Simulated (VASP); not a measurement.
# Al (Im-3m) in VASP: further runs, part 2 of 2

VASP 6.6.1. Earlier steps stand in the parts before.

## Step 3: Single point, r2SCAN

Input file POSCAR:

```
Al
1.0
    2.7560720000      0.0000000000      0.0000000000
   -0.9186906379      2.5984496110      0.0000000000
   -0.9186906379     -1.2992247445      2.2503234088
Al
1
Direct
    0.0000000000      0.0000000000      0.0000000000
```

Input file INCAR.step1:

```
ALGO = Normal
EDIFF = 1E-4
ENCUT = 520
GGA = PE
ISMEAR = -1
LASPH = True
LCHARG = False
LREAL = False
LWAVE = True
NBANDS = 8
NELM = 80
PREC = Accurate
SIGMA = 0.3
```

Input file INCAR.step2:

```
ALGO = Normal
EDIFF = 1E-6
ENCUT = 520
ISIF = 2
ISMEAR = -1
ISTART = 1
LASPH = True
LCHARG = True
LELF = True
LMIXTAU = True
LREAL = False
LVHAR = True
LWAVE = False
METAGGA = R2SCAN
NBANDS = 8
NELM = 80
PREC = Accurate
SIGMA = 0.3
```

Input file KPOINTS:

```
k-points
0
Gamma
  15 15 15
```

Potentials or basis: VASP PAW PBE potentials, release 64 (Al).

Started as:

```bash
$ cat potpaw_PBE.64/Al/POTCAR > POTCAR
$ cp INCAR.step1 INCAR
$ mpirun -np 1 vasp_std > vasp.out
$ cp INCAR.step2 INCAR
$ mpirun -np 1 vasp_std > vasp.out
```

OUTCAR:

```text
EDIFF = 1E-6
   ENCUT = 520
   ISIF = 2
   ISMEAR = -1
   ISTART = 1
   LASPH = True
   LREAL = False
   METAGGA = R2SCAN
   NELM = 80
   PREC = Accurate

 ion  position               nearest neighbor table
   1  0.000  0.000  0.000-

  LATTYP: Found a body centered cubic cell.
 ALAT       =     3.1824378222

  Lattice vectors:

 A1 = (   2.7560720000,   0.0000000000,   0.0000000000)
 A2 = (  -0.9186906379,   2.5984496110,   0.0000000000)
[... 434 lines left out ...]
  band No.  band energies     occupation
      1       4.3409      2.00000
      2       5.1249      1.99994
      3      10.6641      0.00070
      4      16.3981      0.00000
      5      22.3179      0.00000
      6      26.3739      0.00000
      7      27.3870      0.00000
      8      29.9237      0.00000

 [... further k-points ...]
[... 5 lines left out ...]
  --------------------------------------------------------------------------------------
  -------------------------------------------------------------------------------------
  Total        0.0508589      0.0508589      0.0508589      0.0000000      0.0000000      0.0000000
  in kB        5.0562447      5.0562447      5.0562449      0.0000001      0.0000001      0.0000001
  external PRESSURE =       5.0562447 kB  Pullay stress =       0.0000000 kB

 VOLUME and BASIS-vectors are now :
 -----------------------------------------------------------------------------
  energy-cutoff  :      520.00
  volume of cell :       16.12
      direct lattice vectors                 reciprocal lattice vectors
     2.756072000  0.000000000  0.000000000     0.362835223  0.128281619  0.222190275
    -0.918690638  2.598449611  0.000000000     0.000000000  0.384844869  0.222190275
    -0.918690638 -1.299224745  2.250323409     0.000000000  0.000000000  0.444380570

 POSITION                                       TOTAL-FORCE (eV/Angst)
 -----------------------------------------------------------------------------------
      0.00000      0.00000      0.00000        -0.000000      0.000000      0.000000
 -----------------------------------------------------------------------------------
    total drift:                               -0.000000      0.000000      0.000000

  FREE ENERGIE OF THE ION-ELECTRON SYSTEM (eV)
  ---------------------------------------------------
  free  energy   TOTEN  =        -6.6820376916 eV

  energy  without entropy=       -6.5696798502  energy(sigma->0) =       -6.62585877
```

OSZICAR.step1:

```text
N       E                     dE             d eps       ncg     rms          rms(c)
DAV:   1    -0.227040529143E+01   -0.22704E+01   -0.85722E+02  1920   0.205E+02
DAV:   2    -0.372023123551E+01   -0.14498E+01   -0.14056E+01  2672   0.193E+01
DAV:   3    -0.372759933804E+01   -0.73681E-02   -0.73605E-02  2328   0.153E+00
DAV:   4    -0.372761643564E+01   -0.17098E-04   -0.17097E-04  2840   0.673E-02
DAV:   5    -0.372761650676E+01   -0.71122E-07   -0.70843E-07  2416   0.298E-03    0.129E+00
DAV:   6    -0.371291190728E+01    0.14705E-01   -0.18725E-03  2120   0.196E-01    0.741E-01
DAV:   7    -0.370268263605E+01    0.10229E-01   -0.55900E-03  2144   0.317E-01    0.143E-01
DAV:   8    -0.370267669829E+01    0.59378E-05   -0.20289E-05  2376   0.311E-02
   1 F= -.37026767E+01 E0= -.36423944E+01  d E =-.120565E+00
```

Run time: 37 s. Hardware: 1 thread of AMD EPYC 7R13 (Zen 3), shared host; peak memory 0.09 GiB.

What came out:

| Property | Result |
| --- | --- |
| Free energy | -6.6820 eV |
| Pressure | 0.5 GPa |

Caveat: the PAW data sets were made with another functional, which shifts forces and pressure a little.

## Step 4: Single point, r2SCAN

POSCAR is that of step 3.

Input file INCAR.step1:

```
PREC = Accurate
ENCUT = 520
ISMEAR = -1
SIGMA = 0.2
LREAL = False
LASPH = True
NELM = 60
NBANDS = 8
GGA = PE
ALGO = Normal
EDIFF = 1E-4
LWAVE = True
LCHARG = False
```

Input file INCAR.step2:

```
PREC = Accurate
ENCUT = 520
EDIFF = 1E-7
ISMEAR = -1
SIGMA = 0.2
LREAL = False
LASPH = True
NELM = 60
ALGO = Normal
ISIF = 2
LWAVE = False
LCHARG = False
METAGGA = R2SCAN
LMIXTAU = True
NBANDS = 8
ISTART = 1
```

Input file KPOINTS:

```
Automatic mesh
0
Gamma
  15 15 15
```

Started as:

```bash
$ cat potpaw_PBE.64/Al/POTCAR > POTCAR
$ cp INCAR.step1 INCAR
$ mpirun -np 1 vasp_std > vasp.out
$ cp INCAR.step2 INCAR
$ mpirun -np 1 vasp_std > vasp.out
```

Wall time 38 s (1 thread of AMD EPYC 7R13 (Zen 3), shared host); peak memory 0.1 GiB.

The run converged. Its results:

```
Free energy : -6.6509 eV
Pressure    : 0.3 GPa
```

Levels at points of the mesh, in eV from the Fermi level:
```
           k point  band 1  band 2  band 3  band 4  band 5  band 6
(0.00, 0.00, 0.00)  -12.03   14.18   14.18   14.18   16.29   16.29
```

Caveat: the PAW data sets were made with another functional, which shifts forces and pressure a little.

## Step 5: Single point, r2SCAN

POSCAR is that of step 4.

Input file INCAR.step1:

```
SYSTEM = Al
ALGO = Normal
EDIFF = 1E-4
ENCUT = 520
GGA = PE
ISMEAR = -1
LASPH = .True.
LCHARG = .False.
LREAL = .False.
LWAVE = .True.
NBANDS = 8
NELM = 60
PREC = Accurate
SIGMA = 0.1
```

Input file INCAR.step2:

```
SYSTEM = Al
ALGO = Normal
EDIFF = 1E-6
ENCUT = 520
ISIF = 2
ISMEAR = -1
ISTART = 1
LASPH = .True.
LCHARG = .True.
LELF = .True.
LMIXTAU = .True.
LREAL = .False.
LVHAR = .True.
LWAVE = .False.
METAGGA = R2SCAN
NBANDS = 8
NELM = 60
PREC = Accurate
SIGMA = 0.1
```

Input file KPOINTS:

```
k-points
0
Gamma
  15 15 15
  0 0 0
```

Started as:

```bash
$ cat potpaw_PBE.64/Al/POTCAR > POTCAR
$ cp INCAR.step1 INCAR
$ mpirun -np 1 vasp_std > vasp.out
$ cp INCAR.step2 INCAR
$ mpirun -np 1 vasp_std > vasp.out
```

Wall time 36 s (1 thread of AMD EPYC 7R13 (Zen 3), shared host); peak memory 0.1 GiB.

It converged, with:

```
Free energy : -6.6321 eV
Pressure    : 0.2 GPa
```

Levels at points of the mesh, in eV from the Fermi level:
| k point | band 1 | band 2 | band 3 | band 4 | band 5 | band 6 |
| --- | --- | --- | --- | --- | --- | --- |
| (0.00, 0.00, 0.00) | -12.03 | 14.18 | 14.18 | 14.18 | 16.28 | 16.28 |

Caveat: the PAW data sets were made with another functional, which shifts forces and pressure a little.

## Step 6: Overview

```csv
smearing,gap on the mesh (eV),pressure (GPa)
fermi-dirac 0.5 eV,none,1.2
fermi-dirac 0.3 eV,none,0.5
fermi-dirac 0.2 eV,none,0.3
fermi-dirac 0.1 eV,none,0.2
```

Alike in all rows: task single point; level r2SCAN; potentials or basis VASP PAW PBE potentials, release 64 (Al); no spin polarisation; cell as given; k mesh 15 × 15 × 15; cutoff (eV) 520.

Every run on the cell as given and a fine mesh finds a metal.

Caveats: the PAW data sets were made with another functional, which shifts forces and pressure a little.

Total energies depend on the potentials used, so only differences within one code and one set of settings carry meaning.
